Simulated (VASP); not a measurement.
Runs of VASP 6.6.1 on Co. The structure is that of space group P6_3/mmc (No. 194), or close to it. The cells are those of the table. 

| cell | gap on the mesh (eV) | pressure (GPa) | moment (μB) |
| --- | --- | --- | --- |
| a = 2.467, b = 2.467, c = 3.992 Å, angles 90.0, 90.0, 120.0°, 2 atoms | none | (a) | 3.16 |
| a = 2.517, b = 2.517, c = 4.074 Å, angles 90.0, 90.0, 120.0°, 2 atoms | none | -6.6 | 3.21 |
| a = 2.492, b = 2.492, c = 4.034 Å, angles 90.0, 90.0, 120.0°, 2 atoms | none | -0.7 | 3.19 |
| a = 2.507, b = 2.507, c = 4.070 Å, angles 90.0, 90.0, 120.0°, 2 atoms | none | -5.0 | 3.21 |
| a = 2.443, b = 2.443, c = 3.948 Å, angles 90.0, 90.0, 120.0°, 2 atoms | none | 14.5 | (b) |

Alike in all rows: task single point; level PBE; potentials or basis VASP PAW PBE potentials, release 64 (Co); spin collinear, ferromagnetic start; k mesh 18 × 18 × 10; cutoff (eV) 520; smearing gaussian 0.1 eV.

Task: Estimate the missing entries.

Result: (a) 6.3; (b) 3.12.

A gap of «none» marks levels without a gap at the run's occupations.
